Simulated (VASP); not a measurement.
Here is a VASP 6.6.1 calculation.

POSCAR

```
Rh
1.0
    2.4785269917      0.0000000000      0.0000000000
    0.0000000000      2.4785269917      0.0000000000
    0.0000000000      0.0000000000      2.4785269917
Rh
1
Direct
    0.0000000000      0.0000000000      0.0000000000
```

INCAR.step1

```
SYSTEM = Rh
PREC = Accurate ; ENCUT = 520
ISMEAR = -1 ; SIGMA = 0.05
LREAL = .False. ; LASPH = .True.
NELM = 150 ; ISPIN = 2
MAGMOM = 1 ; LMAXMIX = 4
NBANDS = 18 ; GGA = PE
ALGO = Normal ; EDIFF = 1E-4
LWAVE = .True. ; LCHARG = .False.
```

INCAR.step2

```
SYSTEM = Rh
PREC = Accurate ; ENCUT = 520
EDIFF = 1E-6 ; ISMEAR = -1
SIGMA = 0.05 ; LREAL = .False.
LASPH = .True. ; NELM = 150
ALGO = Normal ; ISIF = 2
LWAVE = .False. ; LCHARG = .False.
ISPIN = 2 ; MAGMOM = 1
LORBIT = 11 ; LMAXMIX = 4
METAGGA = R2SCAN ; LMIXTAU = .True.
NBANDS = 18 ; ISTART = 1
```

Contents of KPOINTS:

```
regular mesh
0
Gamma
  14 14 14
  0 0 0
```

Potentials or basis: VASP PAW PBE potentials, release 64 (Rh_pv).

Run with:

```sh
$ cat potpaw_PBE.64/Rh_pv/POTCAR > POTCAR
$ cp INCAR.step1 INCAR
$ mpirun -np 1 vasp_std > vasp.out
$ cp INCAR.step2 INCAR
$ mpirun -np 1 vasp_std > vasp.out
```

(1) Estimate the net moment.

(2) What does it give for the pressure?

Answers

(1) 0.00 μB per cell.

(2) 10.2 GPa.

Caveat: the cell stands under pressure; the PAW data sets were made with another functional, which shifts forces and pressure a little.
